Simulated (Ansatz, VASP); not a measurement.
# Sb: VASP beside Ansatz

```
Sb
1.0
     2.19037    1.26461    3.86273
    -2.19037    1.26461    3.86273
     0.00000   -2.52922    3.86273
Sb
2
Cartesian
  0.0000 0.0000 2.6797
  0.0000 0.0000 8.9085
```

Change from the starting cell: the structure that the rattled cell fell into.

Alike in both runs: task single point; functional PBE; k mesh 6 × 6 × 6; occupations gaussian, width 0.1 eV; no spin polarisation.

|  | VASP | Ansatz |
| --- | --- | --- |
| version | VASP 6.6.1 | Ansatz 0.2.0 |
| potentials or method | VASP PAW PBE potentials, release 64 (Sb), cutoff 520 eV | scalar-relativistic, plane waves, PAW |
| valence electrons in the cell | 10 | 30 |

```tsv
	VASP	Ansatz	Ansatz less VASP
gap on the k mesh at the Fermi level (eV)	none	none	-
pressure (GPa)	0.1	0.1	-0.05
traceless stress, the component that is largest in VASP (GPa)	0.10	0.13	+0.026
rms of the force components (eV/Å)	0.037	0.015	-0.0213
```

Atom by atom the forces differ by 0.021 eV/Å (rms over components). A gap of «none» marks a metal or a gap that the smearing closes. VASP's potentials hold 10 valence electrons a cell and Ansatz's 30, so a difference there can come from the potentials and not from the codes.

Neither program's run includes spin-orbit coupling.
